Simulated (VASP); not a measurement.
# Hf2S: single point with r2SCAN

Hf2S:

```
Hf S
1.0
     3.37427    0.00000    0.00000
    -1.68714    2.92221    0.00000
     0.00000    0.00000   11.71741
Hf S
4 2
Direct
  0.66667 0.33333 0.89981
  0.33333 0.66667 0.39981
  0.66667 0.33333 0.60019
  0.33333 0.66667 0.10019
  0.00000 0.00000 0.75000
  0.00000 0.00000 0.25000
```

```json
{
 "Program": "VASP 6.6.1",
 "Task": "single point",
 "Functional": "r2SCAN",
 "Potentials or basis": "VASP PAW PBE potentials, release 64 (Hf_pv, S)",
 "Cutoff": "520 eV",
 "k mesh": "12 × 12 × 4",
 "Occupations": "gaussian, width 0.1 eV",
 "Spin": "no spin polarisation",
 "Dipole correction": "no",
 "Further INCAR settings": "ALGO = Normal; EDIFF = 1e-06; NBANDS = 35"
}
```

```
Pressure               : 0.0 GPa
Largest force          : 0.026 eV/Å
Band gap on the k mesh : zero (band 26 reaches 6.96 eV, above the bottom of band 27 at 6.06 eV)
```

Forces on the atoms (eV/Å):
```
Hf   0.000  0.000 -0.026
Hf   0.000  0.000 -0.026
Hf   0.000  0.000  0.026
Hf   0.000  0.000  0.026
S    0.000  0.000  0.000
S    0.000  0.000  0.000
```

Levels at points of the mesh, in eV from the Fermi level:
```csv
k point,band 22,band 23,band 24,band 25,band 26,band 27,band 28,band 29,band 30,band 31
"(0.00, 0.00, 0.00)",-3.28,-1.98,-0.37,-0.03,0.41,0.41,0.52,0.52,0.81,0.81
"(0.50, 0.00, 0.00)",-2.61,-2.08,-1.58,-1.56,-1.08,-0.48,0.85,1.07,2.48,3.36
"(0.00, 0.00, 0.50)",-3.81,-1.42,-1.42,0.36,0.36,0.36,0.36,1.41,1.41,1.60
"(0.50, 0.00, 0.50)",-2.57,-1.98,-1.98,-1.35,-1.35,0.34,0.34,1.40,1.40,3.97
```

Run time: 16 min on 1 thread of Intel Xeon 6975P-C, with other jobs on the host, peak memory 0.39 GiB.

Caveat: the PAW data sets were made with another functional, which shifts forces and pressure a little; spin-orbit coupling is left out, which moves the levels of the heavy elements.
